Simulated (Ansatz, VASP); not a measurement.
# Two plane-wave programs on TaAs

The input INCAR:

```
SYSTEM = TaAs
PREC = Accurate ; ENCUT = 520
EDIFF = 1E-6 ; ISMEAR = -1
SIGMA = 0.02 ; LREAL = .False.
LASPH = .True. ; NELM = 100
ALGO = Normal ; ISIF = 2
LWAVE = .False. ; LCHARG = .True.
GGA = PE ; LELF = .True.
LVHAR = .True. ; NBANDS = 24
```

Contents of KPOINTS:

```
regular mesh
0
Gamma
  8 8 8
  0 0 0
```

File POSCAR:

```
TaAs
1.0
   -1.7133810474      1.7133810474      5.8139423113
    1.7133810474     -1.7133810474      5.8139423113
    1.7133810474      1.7133810474     -5.8139423113
Ta As
2 2
Direct
    0.5001644894      1.0001644894      0.5000000000
    0.7501644894      0.7501644894      0.0000000000
    0.0824349306      0.5824349306      0.5000000000
    0.3324349306      0.3324349306      0.0000000000
```

Input for Ansatz:

```yaml
crystal:
  lattice:
    - [-1.7133810474, 1.7133810474, 5.8139423113]
    - [1.7133810474, -1.7133810474, 5.8139423113]
    - [1.7133810474, 1.7133810474, -5.8139423113]
  atoms:
    - { symbol: Ta, position: [0.5001644894, 1.0001644894, 0.5] }
    - { symbol: Ta, position: [0.7501644894, 0.7501644894, 0.0] }
    - { symbol: As, position: [0.0824349306, 0.5824349306, 0.5] }
    - { symbol: As, position: [0.3324349306, 0.3324349306, 0.0] }
kpoints:
  mp_grid: { grid: [8, 8, 8] }
hamiltonian:
  xc: pbe
scf:
  occupations: { method: fermi_dirac, width: 0.02 }
  n_extra_bands: 5
output:
  forces: true
  stress: true
  eigenvalues: true
```

Alike in both runs: task single point; functional PBE; k mesh 8 × 8 × 8; occupations fermi-dirac, width 0.02 eV; no spin polarisation.

|  | VASP | Ansatz |
| --- | --- | --- |
| version | VASP 6.6.1 | Ansatz 0.2.0 |
| potentials or method | VASP PAW PBE potentials, release 64 (Ta_pv, As) | plane waves, PAW |
| plane-wave cutoff (eV) | 520 | 420 |
| valence electrons in the cell | 32 | 56 |

|  | VASP | Ansatz | Ansatz less VASP |
| --- | --- | --- | --- |
| pressure (GPa) | 6.3 | 5.8 | -0.52 |
| traceless stress, the component that is largest in VASP (GPa) | -0.56 | -0.48 | +0.076 |
| rms of the force components (eV/Å) | 0.009 | 0.008 | -0.0013 |

Atom by atom the forces differ by 0.001 eV/Å (rms over components). VASP's potentials hold 32 valence electrons a cell and Ansatz's 56, so a difference there can come from the potentials and not from the codes.

Spin-orbit coupling is off throughout.
